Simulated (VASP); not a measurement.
# Ti2OsC6 (Fm-3m) in VASP: notebook

Runs on Ti2OsC6. Level: PBE. Tasks: single point, relaxation of cell and atoms.

Program: VASP 6.6.1. These are calculated values, not measurements. Logs are shortened: lines on timing, memory, paths and dates and some standing lists are left out, and cuts for length are marked.

## 1. The cell of the first run

It takes space group Fm-3m (No. 225, cubic). Conventional cell: a = 6.704 Å, b = 6.704 Å, c = 6.704 Å, α = 90.00°, β = 90.00°, γ = 90.00°. Ti (site symmetry -43m) has 12 C at 2.41 Å and 4 Os at 2.90 Å within 3.2 Å. Within 3.0 Å of Os (site symmetry m-3m) lie 6 C at 2.11 Å and 8 Ti at 2.90 Å. Within 2.3 Å of C (site symmetry 4mm) lie 4 C at 1.76 Å and 1 Os at 2.11 Å.

The cell was generated, and may not be a known phase.

## 2. Single point, PBE

INCAR reads:

```
SYSTEM = Ti2OsC6
PREC     = Accurate       ! precision mode
ENCUT    = 520            ! plane-wave cutoff, eV
EDIFF    = 1E-6           ! SCF threshold, eV
ISMEAR   = 0              ! smearing method
SIGMA    = 0.1            ! smearing width, eV
LREAL    = .False.        ! projectors in reciprocal space
LASPH    = .True.         ! aspherical terms in the spheres
NELM     = 60             ! most SCF steps
ALGO     = Normal         ! electronic algorithm
ISIF     = 2              ! what is computed and relaxed
LWAVE    = .False.        ! write WAVECAR
LCHARG   = .False.        ! write CHGCAR
GGA      = PE             ! functional
NBANDS   = 38             ! bands
```

KPOINTS reads:

```
regular mesh
0
Gamma
  4 4 4
  0 0 0
```

POSCAR reads:

```
Ti2OsC6
1.0
    0.0000000000      3.3519419768      3.3519419768
    3.3519419768      0.0000000000      3.3519419768
    3.3519419768      3.3519419768      0.0000000000
Ti Os C
2 1 6
Direct
    0.2500000000      0.2500000000      0.2500000000
    0.7500000000      0.7500000000      0.7500000000
    0.5000000000      0.5000000000      0.5000000000
    0.8143332272      0.1856667728      0.1856667728
    0.1856667728      0.8143332272      0.8143332272
    0.1856667728      0.8143332272      0.1856667728
    0.8143332272      0.1856667728      0.8143332272
    0.1856667728      0.1856667728      0.8143332272
    0.8143332272      0.8143332272      0.1856667728
```

Potentials or basis: VASP PAW PBE potentials, release 64 (Ti_sv, Os, C).

Command:

```
$ cat potpaw_PBE.64/Ti_sv/POTCAR potpaw_PBE.64/Os/POTCAR potpaw_PBE.64/C/POTCAR > POTCAR
$ mpirun -np 1 vasp_std > vasp.out
```

OUTCAR:

```text
SYSTEM = Ti2OsC6
   PREC = Accurate
   ENCUT = 520
   EDIFF = 1E-6
   ISMEAR = 0
   LREAL = .False.
   LASPH = .True.
   NELM = 60
   ISIF = 2
   GGA = PE

 ion  position               nearest neighbor table
   1  0.250  0.250  0.250-   4 2.41   7 2.41   9 2.41   5 2.41   6 2.41   9 2.41   5 2.41   7 2.41
                             8 2.41   4 2.41   6 2.41   8 2.41   3 2.90   3 2.90   3 2.90   3 2.90
   2  0.750  0.750  0.750-   5 2.41   7 2.41   9 2.41   4 2.41   6 2.41   9 2.41   4 2.41   7 2.41
                             8 2.41   5 2.41   6 2.41   8 2.41   3 2.90   3 2.90   3 2.90   3 2.90
   3  0.500  0.500  0.500-   4 2.11   5 2.11   6 2.11   7 2.11   8 2.11   9 2.11   1 2.90   1 2.90
                             1 2.90   2 2.90   1 2.90   2 2.90   2 2.90   2 2.90
   4  0.814  0.186  0.186-   6 1.76   7 1.76   8 1.76   9 1.76   3 2.11   1 2.41   2 2.41   2 2.41
                             1 2.41
   5  0.186  0.814  0.814-   6 1.76   7 1.76   8 1.76   9 1.76   3 2.11   2 2.41   2 2.41   1 2.41
                             1 2.41
   6  0.186  0.814  0.186-   4 1.76   5 1.76   8 1.76   9 1.76   3 2.11   1 2.41   2 2.41   2 2.41
                             1 2.41
   7  0.814  0.186  0.814-   4 1.76   5 1.76   8 1.76   9 1.76   3 2.11   2 2.41   2 2.41   1 2.41
                             1 2.41
   8  0.186  0.186  0.814-   4 1.76   5 1.76   6 1.76   7 1.76   3 2.11   1 2.41   2 2.41   2 2.41
                             1 2.41
   9  0.814  0.814  0.186-   4 1.76   5 1.76   6 1.76   7 1.76   3 2.11   2 2.41   2 2.41   1 2.41
                             1 2.41

  LATTYP: Found a face centered cubic cell.
 ALAT       =     6.7038839536

  Lattice vectors:

 A1 = (   0.0000000000,   3.3519419768,   3.3519419768)
 A2 = (   3.3519419768,   0.0000000000,   3.3519419768)
 A3 = (   3.3519419768,   3.3519419768,   0.0000000000)

Analysis of symmetry for initial positions (statically):
=====================================================================
 Subroutine PRICEL returns:
 Original cell was already a primitive cell.

 Routine SETGRP: Setting up the symmetry group for a
 face centered cubic supercell.

 Subroutine GETGRP returns: Found 48 space group operations
 (whereof 48 operations were pure point group operations)
 out of a pool of 48 trial point group operations.

The static configuration has the point symmetry O_h .

Analysis of symmetry for dynamics (positions and initial velocities):
=====================================================================
 Subroutine PRICEL returns:
 Original cell was already a primitive cell.

 Routine SETGRP: Setting up the symmetry group for a
 face centered cubic supercell.

 Subroutine GETGRP returns: Found 48 space group operations
 (whereof 48 operations were pure point group operations)
 out of a pool of 48 trial point group operations.
[... 111 lines left out ...]
   EMIN   =  10.00;   EMAX   =-10.00  energy-range for DOS
   EFERMI =   0.00;   METHOD = LEGACY
   ISMEAR =     0;   SIGMA  =   0.10  broadening in eV -4-tet -1-fermi 0-gaus
   EFERMI_NEDOS =   21; number of points for ismear=-14 and -15
   IALGO  =     38    algorithm
   IMIX   =      4    mixing-type and parameters
     AMIX     =   0.40;   BMIX     =  1.00
     AMIX_MAG =   1.60;   BMIX_MAG =  1.00
  volume/ion in A,a.u.               =       8.37        56.48
  Fermi-wavevector in a.u.,A,eV,Ry     =   1.483079  2.802613 29.926340  2.199524
  Thomas-Fermi vector in A             =   2.596785
   LORBIT       =      0    0 simple, 1 ext, 2 COOP (PROOUT), +10 PAW based schemes
   GGA     = PE    functional components
   LHFCALC =     F    Hartree Fock is set to
   AEXX    =    0.0000 exact exchange contribution
   IVDW    =     0    specifies the selected vdW correction
   LEPSILON=     F    determine dielectric tensor
   LRPA    =     F    only Hartree local field effects (RPA)
 non-spin polarized calculation
 Gauss-broadening in eV      SIGMA  =   0.10
  energy-cutoff  :      520.00
  volume of cell :       75.32
 maximum number of plane-waves:      2085
   NGX = 17   NGY = 17   NGZ = 17

 number of electron      56.0000011 magnetization

 Free energy of the ion-electron system (eV)
  ---------------------------------------------------
  ext. energy  EPLUGINS =         0.00000000
  ---------------------------------------------------
  free energy    TOTEN  =       -69.88810220 eV

  energy without entropy =      -69.82651018  energy(sigma->0) =      -69.85730619

 E-fermi :  12.1862     XC(G=0): -13.3494

 val. band max:       12.1614490765   @ k =   0.5000   0.2500   0.0000
 cond. band min:      12.2020183228   @ k =  -0.2500   0.2500   0.0000
 fundamental gap:      0.0405692464
 Fermi energy:        12.1861961159

 k-point     1 :       0.0000    0.0000    0.0000
  band No.  band energies     occupation
      1     -45.8572      2.00000
      2     -45.8316      2.00000
      3     -22.2431      2.00000
      4     -22.2431      2.00000
      5     -22.2431      2.00000
      6     -22.1507      2.00000
[... 317 lines left out ...]
     37      14.0320      0.00000
     38      14.0320      0.00000

------------------------ aborting loop because EDIFF is reached ----------------------------------------

  FORCE on cell =-STRESS in cart. coord.  units (eV):
  Direction    XX          YY          ZZ          XY          YZ          ZX
  --------------------------------------------------------------------------------------
  -------------------------------------------------------------------------------------
  Total        0.4385754      0.4385754      0.4385754      0.0000000      0.0000000      0.0000000
  in kB        9.3290071      9.3290071      9.3290071      0.0000000      0.0000000      0.0000000
  external PRESSURE =       9.3290071 kB  Pullay stress =       0.0000000 kB

 VOLUME and BASIS-vectors are now :
 -----------------------------------------------------------------------------
  energy-cutoff  :      520.00
  volume of cell :       75.32
      direct lattice vectors                 reciprocal lattice vectors
     0.000000000  3.351941977  3.351941977    -0.149167260  0.149167260  0.149167260
     3.351941977  0.000000000  3.351941977     0.149167260 -0.149167260  0.149167260
     3.351941977  3.351941977  0.000000000     0.149167260  0.149167260 -0.149167260

 POSITION                                       TOTAL-FORCE (eV/Angst)
 -----------------------------------------------------------------------------------
      1.67597      1.67597      1.67597         0.000000      0.000000     -0.000000
      5.02791      5.02791      5.02791         0.000000      0.000000     -0.000000
      3.35194      3.35194      3.35194         0.000000      0.000000     -0.000000
      1.24469      3.35194      3.35194        -0.084767      0.000000     -0.000000
      5.45920      3.35194      3.35194         0.084767      0.000000     -0.000000
      3.35194      1.24469      3.35194         0.000000     -0.084767     -0.000000
      3.35194      5.45920      3.35194         0.000000      0.084767     -0.000000
      3.35194      3.35194      1.24469         0.000000      0.000000     -0.084767
      3.35194      3.35194      5.45920         0.000000      0.000000      0.084767
 -----------------------------------------------------------------------------------
    total drift:                                0.000000      0.000000     -0.000000

  FREE ENERGIE OF THE ION-ELECTRON SYSTEM (eV)
  ---------------------------------------------------
  free  energy   TOTEN  =       -69.8881021991 eV

  energy  without entropy=      -69.8265101763  energy(sigma->0) =      -69.85730619
```

OSZICAR:

```text
N       E                     dE             d eps       ncg     rms          rms(c)
DAV:   1     0.624780797129E+03    0.62478E+03   -0.27042E+04   608   0.168E+03
DAV:   2     0.143110672170E+02   -0.61047E+03   -0.58712E+03   614   0.511E+02
DAV:   3    -0.733625520898E+02   -0.87674E+02   -0.84432E+02   922   0.167E+02
DAV:   4    -0.803350012395E+02   -0.69724E+01   -0.68298E+01   920   0.411E+01
DAV:   5    -0.806505436589E+02   -0.31554E+00   -0.31232E+00   938   0.766E+00    0.401E+01
DAV:   6    -0.743459593949E+02    0.63046E+01   -0.12745E+02   866   0.597E+01    0.178E+01
DAV:   7    -0.712406516840E+02    0.31053E+01   -0.44823E+01   866   0.440E+01    0.189E+01
DAV:   8    -0.701000147310E+02    0.11406E+01   -0.54381E+00   888   0.136E+01    0.984E+00
DAV:   9    -0.699728790206E+02    0.12714E+00   -0.15920E+00   960   0.706E+00    0.295E+00
DAV:  10    -0.698900727959E+02    0.82806E-01   -0.43699E-01   840   0.456E+00    0.106E+00
DAV:  11    -0.698879466483E+02    0.21261E-02   -0.31563E-02   812   0.983E-01    0.547E-01
DAV:  12    -0.698893592830E+02   -0.14126E-02   -0.51415E-03   846   0.412E-01    0.298E-01
DAV:  13    -0.698880859139E+02    0.12734E-02   -0.38982E-03   902   0.404E-01    0.308E-02
DAV:  14    -0.698881000352E+02   -0.14121E-04   -0.29996E-04   856   0.875E-02    0.134E-02
DAV:  15    -0.698881027699E+02   -0.27347E-05   -0.19027E-05   880   0.286E-02    0.194E-02
DAV:  16    -0.698881021991E+02    0.57087E-06   -0.79676E-06   714   0.180E-02
   1 F= -.69888102E+02 E0= -.69857306E+02  d E =-.615920E-01
```

It took 17 s on 1 thread of AMD EPYC 9R45 (Zen 5), shared host; peak memory 0.18 GiB.

What came out:

```
Free energy            : -69.8881 eV
Pressure               : 0.9 GPa
Largest force          : 0.085 eV/Å
Band gap on the k mesh : zero (bands 28 and 29 overlap by 0.63 eV)
```

Forces in eV/Å, atoms in the order of the input:
```
Ti   0.000  0.000  0.000
Ti   0.000  0.000  0.000
Os   0.000  0.000  0.000
C   -0.085  0.000  0.000
C    0.085  0.000  0.000
C    0.000 -0.085  0.000
C    0.000  0.085  0.000
C    0.000  0.000 -0.085
C    0.000  0.000  0.085
```

Levels at points of the mesh, in eV from the Fermi level:
```
           k point  band 24  band 25  band 26  band 27  band 28  band 29  band 30  band 31  band 32  band 33
(0.00, 0.00, 0.00)    -3.08    -1.45    -1.45    -0.39    -0.39    -0.39     1.05     1.05     1.28     1.28
(0.50, 0.00, 0.00)    -4.66    -0.97    -0.97    -0.39    -0.39     0.12     0.70     0.70     0.82     0.90
(0.50, 0.50, 0.00)    -4.77    -2.28    -1.83    -1.83    -0.19     0.05     0.26     0.33     0.54     0.54
```

Caveat: the k points lie up to 0.41 Å⁻¹ apart, too coarse for converged energies and pressures of a metal; spin-orbit coupling is left out, which moves the levels of the heavy elements.

(Part 1 of 2 ends here.)

The gap in the log of VASP goes by the Fermi energy; the results here count the filled bands.